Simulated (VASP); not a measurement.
# Pb33S32 (a cell with a defect) in VASP: single point with r2SCAN

Aim: the single point of Pb33S32 (a cell with a defect) with r2SCAN.

All numbers are computed with VASP 6.6.1; they aren't measurements. Logs are shortened: lines on timing, memory, paths and dates and some standing lists are left out, and cuts for length are marked.

**1. The cell of the first run**

The cell holds a defect, 65 atoms: a = 11.800 Å, b = 11.800 Å, c = 11.800 Å, α = 90.00°, β = 90.00°, γ = 90.00°.

**2. Single point, r2SCAN**

Input file POSCAR:

```
Pb33S32
1.0
   11.8000000000      0.0000000000      0.0000000000
    0.0000000000     11.8000000000      0.0000000000
    0.0000000000      0.0000000000     11.8000000000
S Pb
32 33
Direct
    0.2470360000      0.0050140000      0.9953170000
    0.2486810000      0.9912070000      0.4930670000
    0.2648990000      0.5151410000      0.0096430000
    0.7470720000      0.9971670000      0.9945340000
    0.7487030000      0.9988120000      0.4940490000
    0.7548280000      0.4971520000      0.9952850000
    0.7409170000      0.4988270000      0.4930710000
    0.9925180000      0.2426690000      0.0001790000
    0.9957900000      0.2460280000      0.4966810000
    0.9969230000      0.7462700000      0.9956740000
    0.9995060000      0.7490710000      0.4930590000
    0.4961340000      0.2470670000      0.9956450000
    0.4988120000      0.2496430000      0.4929740000
    0.4999360000      0.7501030000      0.9918490000
    0.5031730000      0.7532960000      0.4882520000
    0.9977230000      0.9972660000      0.2449720000
    0.9967370000      0.0056020000      0.7447180000
    0.9967540000      0.4973650000      0.2362700000
    0.9833580000      0.5175920000      0.7249240000
    0.4980960000      0.9986750000      0.2436270000
    0.4992100000      0.9903910000      0.7438810000
    0.4988660000      0.4984960000      0.2523040000
    0.5119420000      0.4783180000      0.7637750000
    0.2472160000      0.2469460000      0.2363190000
    0.2675620000      0.2335880000      0.7249710000
    0.2483530000      0.7491130000      0.2523870000
    0.2280740000      0.7621860000      0.7639580000
    0.7471640000      0.2478040000      0.2449610000
    0.7555500000      0.2468220000      0.7447040000
    0.7485320000      0.7481660000      0.2436130000
    0.7402360000      0.7493170000      0.7439020000
    0.2305870000      0.4810050000      0.4793160000
    0.3194010000      0.5696220000      0.6735740000
    0.9964090000      0.9982260000      0.9959940000
    0.9984200000      0.9984300000      0.4938910000
    0.9905600000      0.4995920000      0.0006750000
    0.9949490000      0.4984120000      0.4895790000
    0.4977190000      0.9979710000      0.9949940000
    0.4999150000      0.9980580000      0.4927350000
    0.5008710000      0.4979500000      0.9990250000
    0.5055530000      0.4966220000      0.4878650000
    0.2495620000      0.2407200000      0.0006960000
    0.2483570000      0.2452910000      0.4896930000
    0.2478620000      0.7510460000      0.9991280000
    0.2464530000      0.7557520000      0.4878270000
    0.7481830000      0.2464290000      0.9960200000
    0.7483290000      0.2485350000      0.4939310000
    0.7478690000      0.7477750000      0.9949640000
    0.7478870000      0.7500090000      0.4926910000
    0.2480760000      0.9982470000      0.2442560000
    0.2480550000      0.9978780000      0.7444540000
    0.2480100000      0.4981620000      0.2446340000
    0.1768000000      0.4269310000      0.8145930000
    0.7481750000      0.9982070000      0.2444420000
    0.7481810000      0.9982440000      0.7444890000
    0.7480700000      0.4981270000      0.2442710000
    0.7476340000      0.4981140000      0.7444380000
    0.9967010000      0.2467490000      0.2436800000
    0.9912780000      0.2413230000      0.7422920000
    0.9975960000      0.7485220000      0.2443110000
    0.9929680000      0.7529420000      0.7442850000
    0.4984730000      0.2477350000      0.2443780000
    0.5028960000      0.2431990000      0.7443990000
    0.4995820000      0.7496740000      0.2450410000
    0.5048950000      0.7549860000      0.7466790000
```

Input file INCAR.step1:

```
SYSTEM = Pb33S32
ALGO     = Normal         ! electronic algorithm
EDIFF    = 1E-5           ! SCF threshold, eV
ENCUT    = 440            ! plane-wave cutoff, eV
GGA      = PE             ! functional
GGA_COMPAT= .FALSE.      
ISMEAR   = -1             ! smearing method
ISYM     = -1           
KPAR     = 1            
LASPH    = .TRUE.         ! aspherical terms in the spheres
LCHARG   = .FALSE.        ! write CHGCAR
LREAL    = Auto         
LWAVE    = .TRUE.         ! write WAVECAR
NBANDS   = 365            ! bands
NELM     = 120            ! most SCF steps
PREC     = Accurate       ! precision mode
SIGMA    = 0.05           ! smearing width, eV
```

Input file INCAR.step2:

```
SYSTEM = Pb33S32
ALGO     = Normal         ! electronic algorithm
EDIFF    = 1E-6           ! SCF threshold, eV
ENCUT    = 440            ! plane-wave cutoff, eV
GGA_COMPAT= .FALSE.      
ISIF     = 2              ! what is computed and relaxed
ISMEAR   = -1             ! smearing method
ISTART   = 1            
ISYM     = -1           
KPAR     = 1            
LASPH    = .TRUE.         ! aspherical terms in the spheres
LCHARG   = .TRUE.         ! write CHGCAR
LELF     = .TRUE.         ! ELF
LMIXTAU  = .TRUE.       
LREAL    = Auto         
LVHAR    = .TRUE.       
LWAVE    = .FALSE.        ! write WAVECAR
METAGGA  = R2SCAN         ! meta-GGA
NBANDS   = 365            ! bands
NELM     = 120            ! most SCF steps
PREC     = Accurate       ! precision mode
SIGMA    = 0.05           ! smearing width, eV
```

Input file KPOINTS:

```
explicit points
1
Reciprocal
  0.25000000   0.25000000   0.25000000 1
```

Potentials or basis: VASP PAW PBE potentials, release 64 (S, Pb_d).

Run with:

```sh
> cat potpaw_PBE.64/S/POTCAR potpaw_PBE.64/Pb_d/POTCAR > POTCAR
> cp INCAR.step1 INCAR
> mpirun -np 4 vasp_std > vasp.out
> cp INCAR.step2 INCAR
> mpirun -np 4 vasp_std > vasp.out
```

OUTCAR:

```text
SYSTEM = Pb33S32
   EDIFF = 1E-6
   ENCUT = 440
   ISIF = 2
   ISMEAR = -1
   ISTART = 1
   ISYM = -1
   LASPH = .TRUE.
   LREAL = Auto
   METAGGA = R2SCAN
   NELM = 120
   PREC = Accurate

 ion  position               nearest neighbor table
   1  0.247  0.005  0.995-  42 2.78  50 2.94  34 2.96  38 2.96  51 2.96  44 3.00
   2  0.249  0.991  0.493-  45 2.78  50 2.94  35 2.95  39 2.97  51 2.97  43 3.00
   3  0.265  0.515  0.010-  53 2.73  52 2.79  44 2.79  40 2.79  36 3.24  42 3.24
   4  0.747  0.997  0.995-  46 2.94  34 2.94  38 2.94  48 2.94  54 2.95  55 2.95
   5  0.749  0.999  0.494-  39 2.94  49 2.94  54 2.95  35 2.95  47 2.95  55 2.96
   6  0.755  0.497  0.995-  36 2.78  56 2.94  48 2.96  46 2.96  57 2.96  40 3.00
[... 70 lines left out ...]
  59  0.991  0.241  0.742-  17 2.78  29 2.78   9 2.90   8 3.04  53 3.21  19 3.27  25 3.27  55 4.06
                            35 4.10  47 4.10
  60  0.998  0.749  0.244-  10 2.93  16 2.94  11 2.94  30 2.94  26 2.96  18 2.97  45 4.11  36 4.11
                            37 4.13  44 4.13
  61  0.993  0.753  0.744-  27 2.79  19 2.79  11 2.97  10 2.97  17 2.98  31 2.98  55 4.09  48 4.14
                            35 4.14
  62  0.498  0.248  0.244-  13 2.93  28 2.93  12 2.94  20 2.94  22 2.96  24 2.97  41 4.11  42 4.11
                            43 4.13  40 4.14
  63  0.503  0.243  0.744-  23 2.79  25 2.79  12 2.97  13 2.97  29 2.98  21 2.98  55 4.09  38 4.14
                            47 4.14
  64  0.500  0.750  0.245-  15 2.87  30 2.94  20 2.94  22 2.97  26 2.97  14 2.99  49 4.14  41 4.14
                            39 4.14  45 4.14
  65  0.505  0.755  0.747-  31 2.78  21 2.78  14 2.89  15 3.05  33 3.21  23 3.27  27 3.27  55 4.06
                            48 4.10  38 4.10

IMPORTANT INFORMATION: All symmetrisations will be switched off!
NOSYMM: (Re-)initialisation of all symmetry stuff for point group C_1.

----------------------------------------------------------------------------------------

                                     Primitive cell

  volume of cell :    1643.0320

  direct lattice vectors                    reciprocal lattice vectors
    11.800000000  0.000000000  0.000000000     0.084745763  0.000000000  0.000000000
     0.000000000 11.800000000  0.000000000     0.000000000  0.084745763  0.000000000
     0.000000000  0.000000000 11.800000000     0.000000000  0.000000000  0.084745763

  length of vectors
    11.800000000 11.800000000 11.800000000     0.084745763  0.084745763  0.084745763

  position of ions in fractional coordinates (direct lattice)
     0.247036000  0.005014000  0.995317000
     0.248681000  0.991207000  0.493067000
     0.264899000  0.515141000  0.009643000
     0.747072000  0.997167000  0.994534000
     0.748703000  0.998812000  0.494049000
     0.754828000  0.497152000  0.995285000
[... 57 lines left out ...]
     0.499582000  0.749674000  0.245041000
[... 110 lines left out ...]
   NELECT =     654.0000    total number of electrons
   NUPDOWN=      -1.0000    fix difference up-down
   EMIN   =  10.00;   EMAX   =-10.00  energy-range for DOS
   EFERMI =   0.00;   METHOD = LEGACY
   ISMEAR =    -1;   SIGMA  =   0.05  broadening in eV -4-tet -1-fermi 0-gaus
   EFERMI_NEDOS =   21; number of points for ismear=-14 and -15
   IALGO  =     38    algorithm
   IMIX   =      4    mixing-type and parameters
     AMIX     =   0.40;   BMIX     =  1.00
     AMIX_MAG =   1.60;   BMIX_MAG =  1.00
  volume/ion in A,a.u.               =      25.28       170.58
  Fermi-wavevector in a.u.,A,eV,Ry     =   1.204256  2.275713 19.731604  1.450232
  Thomas-Fermi vector in A             =   2.339986
   LORBIT       =      0    0 simple, 1 ext, 2 COOP (PROOUT), +10 PAW based schemes
   METAGGA = R2SCAN    functional components
   LHFCALC =     F    Hartree Fock is set to
   AEXX    =    0.0000 exact exchange contribution
   IVDW    =     0    specifies the selected vdW correction
   LEPSILON=     F    determine dielectric tensor
   LRPA    =     F    only Hartree local field effects (RPA)
 non-spin polarized calculation
  energy-cutoff  :      440.00
  volume of cell :     1643.03
 maximum number of plane-waves:     34442
 NGX is ok and might be reduce to    80
   NGX = 41   NGY = 41   NGZ = 41

 number of electron     653.9999997 magnetization

 Free energy of the ion-electron system (eV)
  ---------------------------------------------------
  ext. energy  EPLUGINS =         0.00000000
  ---------------------------------------------------
  free energy    TOTEN  =     -2152.26481043 eV

  energy without entropy =    -2152.26464062  energy(sigma->0) =    -2152.26472552

 E-fermi :   6.9078     XC(G=0): -10.4308

 val. band max:        6.4360916434   @ k =   0.2500   0.2500   0.2500
 cond. band min:       7.3839545393   @ k =   0.2500   0.2500   0.2500
 fundamental gap:      0.9478628959
 Fermi energy:         6.9078214342

 k-point     1 :       0.2500    0.2500    0.2500
  band No.  band energies     occupation
      1     -11.5625      2.00000
      2     -11.5622      2.00000
      3     -11.5411      2.00000
      4     -11.5372      2.00000
      5     -11.5281      2.00000
      6     -11.5264      2.00000
[... 331 lines left out ...]
    338       8.1301      0.00000
    339       8.1807      0.00000
 [bands above 339 left out]

------------------------ aborting loop because EDIFF is reached ----------------------------------------

  FORCE on cell =-STRESS in cart. coord.  units (eV):
  Direction    XX          YY          ZZ          XY          YZ          ZX
  --------------------------------------------------------------------------------------
  -------------------------------------------------------------------------------------
  Total       42.9213228     42.8726488     44.1593966      0.1887566     -0.1614596     -0.1588379
  in kB       41.8540664     41.8066026     43.0613549      0.1840631     -0.1574448     -0.1548883
  external PRESSURE =      42.2406746 kB  Pullay stress =       0.0000000 kB

 VOLUME and BASIS-vectors are now :
 -----------------------------------------------------------------------------
  energy-cutoff  :      440.00
  volume of cell :     1643.03
      direct lattice vectors                 reciprocal lattice vectors
    11.800000000  0.000000000  0.000000000     0.084745763  0.000000000  0.000000000
     0.000000000 11.800000000  0.000000000     0.000000000  0.084745763  0.000000000
     0.000000000  0.000000000 11.800000000     0.000000000  0.000000000  0.084745763

 POSITION                                       TOTAL-FORCE (eV/Angst)
 -----------------------------------------------------------------------------------
      2.91502      0.05917     11.74474         0.005997      0.040986      0.007520
      2.93444     11.69624      5.81819        -0.003411     -0.034905     -0.004478
      3.12581      6.07866      0.11379         0.050929      0.048357      0.019528
      8.81545     11.76657     11.73550         0.000491      0.000472     -0.000232
      8.83470     11.78598      5.82978         0.002533      0.003797      0.000265
      8.90697      5.86639     11.74436         0.039138      0.004479      0.008671
[... 57 lines left out ...]
      5.89507      8.84615      2.89148        -0.008568     -0.007134      0.002392
      5.95776      8.90883      8.81081         0.002910      0.007376     -0.003651
 -----------------------------------------------------------------------------------
    total drift:                                0.027476      0.035196     -0.006688

  FREE ENERGIE OF THE ION-ELECTRON SYSTEM (eV)
  ---------------------------------------------------
  free  energy   TOTEN  =     -2152.2648104291 eV

  energy  without entropy=    -2152.2646406203  energy(sigma->0) =    -2152.26472552
```

Wall time 31 min (4 MPI ranks of AMD EPYC 7R43 (Zen 3), shared host); peak memory 0.58 GiB.

Results:

- Free energy: -2152.2648 eV
- Pressure: 4.2 GPa
- Largest force: 0.135 eV/Å
- Band gap on the k mesh: 0.95 eV

Forces on the atoms (eV/Å):
```
S    0.006  0.041  0.008
S   -0.003 -0.035 -0.004
S    0.051  0.048  0.020
S    0.000  0.000  0.000
S    0.003  0.004  0.000
S    0.039  0.004  0.009
S   -0.036 -0.004 -0.005
S   -0.043 -0.043  0.045
S    0.005  0.004  0.016
S   -0.008 -0.024  0.012
S    0.028  0.009 -0.015
S   -0.023 -0.007  0.011
S    0.012  0.029 -0.012
S   -0.002 -0.003 -0.017
S    0.046  0.046 -0.045
S    0.002  0.002 -0.004
S    0.000  0.056 -0.002
S   -0.008  0.003 -0.045
S   -0.021  0.041 -0.049
S    0.000 -0.001  0.003
S    0.000 -0.051  0.003
S    0.012  0.000  0.049
S    0.031 -0.047  0.050
S    0.005 -0.008 -0.046
S    0.042 -0.022 -0.049
S    0.001  0.009  0.047
S   -0.043  0.026  0.046
S    0.001  0.002 -0.003
S    0.054  0.000 -0.002
S   -0.001  0.000  0.004
S   -0.052 -0.001  0.001
S   -0.049 -0.053 -0.026
Pb  -0.073 -0.064  0.094
Pb  -0.003  0.001 -0.005
Pb  -0.001 -0.004  0.003
Pb  -0.003  0.004  0.008
Pb   0.008  0.004  0.033
Pb   0.004  0.003 -0.009
Pb  -0.008 -0.005  0.010
Pb  -0.020 -0.003 -0.024
Pb   0.005 -0.006 -0.012
Pb   0.001 -0.003  0.010
Pb   0.002  0.005  0.028
Pb  -0.005 -0.018 -0.027
Pb  -0.005  0.006 -0.008
Pb   0.001 -0.001 -0.005
Pb  -0.004 -0.003  0.002
Pb   0.003  0.005 -0.008
Pb  -0.005 -0.006  0.011
Pb   0.000 -0.002  0.004
Pb   0.003  0.003 -0.006
Pb   0.002  0.002 -0.014
Pb   0.067  0.072 -0.084
Pb  -0.001  0.001 -0.003
Pb  -0.004 -0.003 -0.001
Pb  -0.003  0.000  0.000
Pb   0.010  0.003 -0.004
Pb   0.001  0.002  0.000
Pb  -0.010 -0.008  0.002
Pb   0.006 -0.001  0.002
Pb   0.021 -0.030  0.003
Pb  -0.003  0.005  0.000
Pb  -0.030  0.016  0.001
Pb  -0.009 -0.007  0.002
Pb   0.003  0.007 -0.004
```

Levels at points of the mesh, in eV from the valence-band top:
| k point | band 325 | band 326 | band 327 | band 328 | band 329 | band 330 |
| --- | --- | --- | --- | --- | --- | --- |
| (0.25, 0.25, 0.25) | -0.95 | -0.70 | 0.00 | 0.95 | 1.10 | 1.12 |

Caveat: the PAW data sets were made with another functional, which shifts forces and pressure a little; spin-orbit coupling is left out, which moves the levels of the heavy elements.
